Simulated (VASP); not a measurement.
# Sn2TeO3 (Immm) in VASP: relaxation of cell and atoms with PBE

Aim: the relaxation of cell and atoms of Sn2TeO3 with PBE.

Program: VASP 6.6.1. These are calculated values, not measurements. Logs are shortened: lines on timing, memory, paths and dates and some standing lists are left out, and cuts for length are marked.

### Step 1. The cell of the first run

The structure is orthorhombic, space group Immm (No. 71). Conventional cell: a = 3.802 Å, b = 5.418 Å, c = 11.500 Å, α = 90.00°, β = 90.00°, γ = 90.00°. Sn (site symmetry mm2) has 6 O at 2.64 to 2.71 Å within 3.5 Å. Te (site symmetry mmm) has 6 O at 2.71 to 2.79 Å within 3.6 Å. O (site symmetry mmm) has 4 Sn at 2.67 Å and 2 Te at 2.71 Å within 3.5 Å. Within 3.5 Å of O (site symmetry mm2) lie 4 Sn at 2.64 to 2.71 Å and 2 Te at 2.79 Å.

The cell was built from a structure type or drawn by symmetry, and may not be a known phase.

### Step 2. Relaxation of cell and atoms, PBE

INCAR reads:

```
  ALGO = Normal
  EDIFF = 1E-6
  EDIFFG = -0.08
  ENCUT = 600
  GGA = PE
  IBRION = 2
  ISIF = 3
  ISMEAR = 0
  LASPH = True
  LCHARG = False
  LREAL = False
  LWAVE = False
  NELM = 80
  NSW = 36
  PREC = Accurate
  SIGMA = 0.15
```

KPOINTS reads:

```
k-points
0
Gamma
  4 4 4
```

POSCAR reads:

```
Sn2TeO3
1.0
   -1.9008114300      2.7090516500      5.7499165000
    1.9008114300     -2.7090516500      5.7499165000
    1.9008114300      2.7090516500     -5.7499165000
Sn Te O
2 1 3
Direct
    0.1624460100      0.6624460100      0.5000000000
    0.8375539900      0.3375539900      0.5000000000
    0.5000000000      0.0000000000      0.5000000000
    0.0000000000      0.0000000000      0.0000000000
    0.6777240000      0.6777240000      0.0000000000
    0.3222760000      0.3222760000      0.0000000000
```

Potentials or basis: VASP PAW PBE potentials, release 64 (Sn_d, Te, O).

Launch:

```bash
$ cat potpaw_PBE.64/Sn_d/POTCAR potpaw_PBE.64/Te/POTCAR potpaw_PBE.64/O/POTCAR > POTCAR
$ mpirun -np 1 vasp_std > vasp.out
```

OUTCAR:

```text
EDIFF = 1E-6
   EDIFFG = -0.08
   ENCUT = 600
   GGA = PE
   IBRION = 2
   ISIF = 3
   ISMEAR = 0
   LASPH = True
   LREAL = False
   NELM = 80
   NSW = 36
   PREC = Accurate

 ion  position               nearest neighbor table
   1  0.162  0.662  0.500-   6 2.64   6 2.64   4 2.67   4 2.67   5 2.71   5 2.71   2 3.74
   2  0.838  0.338  0.500-   5 2.64   5 2.64   4 2.67   4 2.67   6 2.71   6 2.71   1 3.74
   3  0.500  0.000  0.500-   4 2.71   4 2.71   5 2.79   6 2.79   6 2.79   5 2.79
   4  0.000  0.000  0.000-   1 2.67   2 2.67   1 2.67   2 2.67   3 2.71   3 2.71
   5  0.678  0.678  0.000-   2 2.64   2 2.64   1 2.71   1 2.71   3 2.79   3 2.79
   6  0.322  0.322  0.000-   1 2.64   1 2.64   2 2.71   2 2.71   3 2.79   3 2.79

  LATTYP: Found a body centered orthorhombic cell.
 ALAT       =     3.8016228600
 B/A-ratio  =     1.4252079966
 C/A-ratio  =     3.0249799687

  Lattice vectors:

 A1 = (  -1.9008114300,   2.7090516500,   5.7499165000)
 A2 = (   1.9008114300,  -2.7090516500,   5.7499165000)
 A3 = (   1.9008114300,   2.7090516500,  -5.7499165000)

Analysis of symmetry for initial positions (statically):
=====================================================================
 Subroutine PRICEL returns:
 Original cell was already a primitive cell.

 Routine SETGRP: Setting up the symmetry group for a
 body centered orthorhombic supercell.

 Subroutine GETGRP returns: Found  8 space group operations
 (whereof  8 operations were pure point group operations)
 out of a pool of  8 trial point group operations.

The static configuration has the point symmetry D_2h.

Analysis of symmetry for dynamics (positions and initial velocities):
=====================================================================
 Subroutine PRICEL returns:
 Original cell was already a primitive cell.

 Routine SETGRP: Setting up the symmetry group for a
 body centered orthorhombic supercell.

 Subroutine GETGRP returns: Found  8 space group operations
 (whereof  8 operations were pure point group operations)
 out of a pool of  8 trial point group operations.

The dynamic configuration has the point symmetry D_2h.

 Subroutine INISYM returns: Found  8 space group operations
 (whereof  8 operations are pure point group operations),
 and found     1 'primitive' translations

----------------------------------------------------------------------------------------

                                     Primitive cell

  volume of cell :     118.4344

  direct lattice vectors                    reciprocal lattice vectors
    -1.900811430  2.709051650  5.749916500     0.000000000  0.184566433  0.086957785
     1.900811430 -2.709051650  5.749916500     0.263045556  0.000000000  0.086957785
[... 106 lines left out ...]
     AMIX_MAG =   1.60;   BMIX_MAG =  1.00
  volume/ion in A,a.u.               =      19.74       133.21
  Fermi-wavevector in a.u.,A,eV,Ry     =   1.244276  2.351340 21.064844  1.548222
  Thomas-Fermi vector in A             =   2.378550
   LORBIT       =      0    0 simple, 1 ext, 2 COOP (PROOUT), +10 PAW based schemes
   GGA     = PE    functional components
   LHFCALC =     F    Hartree Fock is set to
   AEXX    =    0.0000 exact exchange contribution
   IVDW    =     0    specifies the selected vdW correction
   LEPSILON=     F    determine dielectric tensor
   LRPA    =     F    only Hartree local field effects (RPA)
 conjugate gradient relaxation of ions
 non-spin polarized calculation
 Gauss-broadening in eV      SIGMA  =   0.15
  energy-cutoff  :      600.00
  volume of cell :      118.43
 maximum number of plane-waves:      3975
 NGX is ok and might be reduce to    54
   NGX = 27   NGY = 27   NGZ = 27

--------------------------------------- Ionic step        1  -------------------------------------------

 number of electron      52.0000000 magnetization

 Free energy of the ion-electron system (eV)
  ---------------------------------------------------
  ext. energy  EPLUGINS =         0.00000000
  ---------------------------------------------------
  free energy    TOTEN  =       -27.92442125 eV

  energy without entropy =      -27.87027565  energy(sigma->0) =      -27.89734845

------------------------ aborting loop because EDIFF is reached ----------------------------------------

  FORCE on cell =-STRESS in cart. coord.  units (eV):
  Direction    XX          YY          ZZ          XY          YZ          ZX
  --------------------------------------------------------------------------------------
  -------------------------------------------------------------------------------------
  Total       -8.0104366     -8.2757395     -6.7270199      0.0000000      0.0000000      0.0000000
  in kB     -108.3649716   -111.9539825    -91.0029452      0.0000000      0.0000000      0.0000000
  external PRESSURE =    -103.7739664 kB  Pullay stress =       0.0000000 kB
[... 101 lines left out ...]
  FREE ENERGIE OF THE ION-ELECTRON SYSTEM (eV)
  ---------------------------------------------------
  free  energy   TOTEN  =       -28.6158127118 eV

  energy  without entropy=      -28.5738744748  energy(sigma->0) =      -28.59484359

 E-fermi :   6.3026     XC(G=0): -10.1902

 val. band max:        6.2577597986   @ k =   0.2500   0.2500   0.0000
 cond. band min:       6.3700341738   @ k =   0.2500   0.5000   0.0000
 fundamental gap:      0.1122743752
 Fermi energy:         6.3025907713

 k-point     1 :       0.0000    0.0000    0.0000
  band No.  band energies     occupation
      1     -15.5138      2.00000
      2     -14.9527      2.00000
      3     -14.9511      2.00000
      4     -14.9350      2.00000
      5     -14.9326      2.00000
      6     -14.9146      2.00000
[... 601 lines left out ...]
     30      10.3945      0.00000
     31      10.6263      0.00000

[... ionic steps 4 to 26 ...]

--------------------------------------- Ionic step       27  -------------------------------------------

 number of electron      52.0000008 magnetization

------------------------ aborting loop because EDIFF is reached ----------------------------------------
[... 75 lines left out ...]
--------------------------------------- Ionic step       29  -------------------------------------------

 number of electron      52.0000003 magnetization

 Free energy of the ion-electron system (eV)
  ---------------------------------------------------
  ext. energy  EPLUGINS =         0.00000000
  ---------------------------------------------------
  free energy    TOTEN  =       -30.69141993 eV

  energy without entropy =      -30.63386059  energy(sigma->0) =      -30.66264026

 E-fermi :   5.6195     XC(G=0):  -9.9538

 val. band max:        5.6036580707   @ k =   0.2500  -0.2500   0.2500
 cond. band min:       5.6212349468   @ k =  -0.2500   0.5000   0.2500
 fundamental gap:      0.0175768761
 Fermi energy:         5.6194583817

 k-point     1 :       0.0000    0.0000    0.0000
  band No.  band energies     occupation
      1     -15.5394      2.00000
      2     -15.2172      2.00000
      3     -15.1950      2.00000
      4     -15.1900      2.00000
      5     -15.1670      2.00000
      6     -15.1536      2.00000
[... 634 lines left out ...]
  FREE ENERGIE OF THE ION-ELECTRON SYSTEM (eV)
  ---------------------------------------------------
  free  energy   TOTEN  =       -30.6914199295 eV

  energy  without entropy=      -30.6338605903  energy(sigma->0) =      -30.66264026

 reached required accuracy - stopping structural energy minimisation
```

OSZICAR:

```text
N       E                     dE             d eps       ncg     rms          rms(c)
DAV:   1     0.585804103860E+03    0.58580E+03   -0.26508E+04  1158   0.238E+03
[... 349 lines left out ...]
DAV:   1    -0.306926310468E+02   -0.13157E-02   -0.59789E-02  1431   0.235E+00    0.249E-01
DAV:   2    -0.306917820385E+02    0.84901E-03   -0.44929E-03  1359   0.661E-01    0.119E-01
DAV:   3    -0.306915250286E+02    0.25701E-03   -0.86816E-04  1375   0.315E-01    0.831E-02
DAV:   4    -0.306914319939E+02    0.93035E-04   -0.29009E-04  1567   0.176E-01    0.354E-02
DAV:   5    -0.306914197599E+02    0.12234E-04   -0.10097E-04  1432   0.648E-02    0.237E-02
DAV:   6    -0.306914196514E+02    0.10849E-06   -0.10601E-05  1294   0.217E-02    0.171E-02
DAV:   7    -0.306914199295E+02   -0.27803E-06   -0.53343E-06  1120   0.222E-02
  29 F= -.30691420E+02 E0= -.30662640E+02  d E =-.259991E-02
```

CONTCAR:

```text
Sn2TeO3
   1.00000000000000
    -1.8165591943678434    2.0855525772853825    7.4414342472604691
     1.8165591943678434   -2.0855525772853825    7.4414342472604691
     1.8165591943678434    2.0855525772853825   -7.4414342472604691
  Sn              Te              O
     2     1     3
Direct
     0.1726217693741339    0.6726217693741338    0.5000000000000000
     0.8273782306258662    0.3273782306258661    0.5000000000000000
     0.5000000000000000    0.0000000000000000    0.5000000000000000
     0.0000000000000000    0.0000000000000000    0.0000000000000000
     0.7422653770180877    0.7422653770180877    0.0000000000000000
     0.2577346229819123    0.2577346229819123    0.0000000000000000

  0.00000000E+00  0.00000000E+00  0.00000000E+00
  0.00000000E+00  0.00000000E+00  0.00000000E+00
  0.00000000E+00  0.00000000E+00  0.00000000E+00
  0.00000000E+00  0.00000000E+00  0.00000000E+00
  0.00000000E+00  0.00000000E+00  0.00000000E+00
  0.00000000E+00  0.00000000E+00  0.00000000E+00
```

It took 60 min on 1 thread of Intel Xeon Platinum 8259CL at 2.50GHz (Skylake/Cascade Lake), shared host; peak memory 0.49 GiB.

Results:

| Quantity | Value |
| --- | --- |
| Free energy | -30.6914 eV |
| Relaxed volume | 18.79 Å³/atom |
| Relaxed cell | a = 7.939 Å, b = 7.939 Å, c = 7.939 Å, α = 153.54°, β = 149.54°, γ = 40.78° |
| Space group after relaxing (to 0.1 Å) | Immm (No. 71) |
| Energy gained by relaxing | 461.2 meV/atom |
| Ionic steps | 29 |
| Pressure after relaxing | -0.2 GPa |
| Largest force after relaxing | 0.054 eV/Å |
| Band gap on the k mesh | zero (bands 26 and 27 overlap by 1.07 eV) |

Forces in eV/Å, atoms in the order of the input:
```
Sn   0.000  0.000  0.002
Sn   0.000  0.000 -0.002
Te   0.000  0.000  0.000
O    0.000  0.000  0.000
O    0.000  0.000  0.054
O    0.000  0.000 -0.054
```

The path:
```
step  energy change (eV)  largest force (eV/Å)  pressure (GPa)  volume (Å³)
   1              0.0000                0.4546          -10.38       118.43
   2             -0.6682                0.6003            3.20        97.84
   3             -0.6914                0.5245            0.39       100.54
   4             -0.7625                0.6866            0.48       100.19
   5             -0.9870                1.0774            1.48        99.00
   6             -1.2398                1.7780            8.24        96.07
   7             -1.2529                1.3357            6.02        96.77
   8             -1.2537                1.5292            6.97        96.45
   9             -1.2706                1.5719            7.02        96.59
  10             -1.3159                1.7056            7.17        97.00
  11             -1.3827                1.9966            7.79        97.77
  12             -1.4068                2.7138           10.00        99.19
  13             -1.5753                2.5505            8.15       101.46
  14             -1.9682                2.0511            3.39       108.32
  15             -2.3538                0.8794           -3.61       122.32
  16             -2.4758                0.6764           -3.46       122.29
  17             -2.5806                0.3418           -3.16       122.13
  18             -2.4336                0.6893           -2.25       121.40
  19             -2.5957                0.3078           -3.09       122.04
  20             -2.6492                0.4767           -1.00       118.99
  21             -2.6611                0.7335            0.60       116.84
  22             -2.6941                0.5534            0.46       116.08
  23             -2.7492                0.0800            0.14       113.79
  24             -2.7556                0.1264            0.00       112.83
  25             -2.7559                0.1684           -0.02       112.61
  26             -2.7621                0.0367            0.26       112.31
  27             -2.7644                0.0995            0.54       111.98
  28             -2.7669                0.0618           -0.27       112.93
  29             -2.7670                0.0544           -0.17       112.77
```

Final structure:
```cif
data_structure
_symmetry_space_group_name_H-M 'P 1'
_symmetry_Int_Tables_number 1
_cell_length_a 7.9388
_cell_length_b 7.9388
_cell_length_c 7.9388
_cell_angle_alpha 153.545
_cell_angle_beta 149.539
_cell_angle_gamma 40.777
_cell_volume 112.77
loop_
_atom_site_label
_atom_site_type_symbol
_atom_site_fract_x
_atom_site_fract_y
_atom_site_fract_z
_atom_site_occupancy
Sn1 Sn 0.17262 0.67262 0.50000 1
Sn2 Sn 0.82738 0.32738 0.50000 1
Te1 Te 0.50000 0.00000 0.50000 1
O1 O 0.00000 0.00000 0.00000 1
O2 O 0.74227 0.74227 0.00000 1
O3 O 0.25773 0.25773 0.00000 1
```

Caveat: the k points lie up to 0.45 Å⁻¹ apart in the final cell, too coarse for converged energies and pressures of a metal; a cell axis changed by over 15 % at a fixed basis, so the end point is rough; spin-orbit coupling is left out, which moves the levels of the heavy elements; the relaxation stopped at a loose force limit of 0.08 eV/Å, so its end isn't a converged minimum.
